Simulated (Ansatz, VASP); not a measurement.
# In2SbAs in VASP and in Ansatz

```
As In Sb
1.0
     4.62853    0.00000    0.00000
     0.00000    4.62853    0.00000
     0.00000    0.00000    6.53077
As In Sb
1 2 1
Direct
  0.00000 0.00000 0.00000
  0.00000 0.50000 0.76653
  0.50000 0.00000 0.23347
  0.50000 0.50000 0.50000
```

Alike in both runs: task single point; functional PBE; k mesh 6 × 6 × 4; occupations fermi-dirac, width 0.02 eV; no spin polarisation.

|  | VASP | Ansatz |
| --- | --- | --- |
| version | VASP 6.6.1 | Ansatz 0.2.0 |
| potentials or method | VASP PAW PBE potentials, release 64 (As, In_d, Sb) | plane waves, PAW |
| plane-wave cutoff (eV) | 520 | 420 |
| valence electrons in the cell | 36 | 56 |

|  | VASP | Ansatz | Ansatz less VASP |
| --- | --- | --- | --- |
| pressure (GPa) | -2.1 | -2.1 | 0.00 |
| rms of the force components (eV/Å) | 0.014 | 0.012 | -0.0024 |

VASP's potentials hold 36 valence electrons a cell and Ansatz's 56, so a difference there can come from the potentials and not from the codes.

Neither program's run includes spin-orbit coupling.
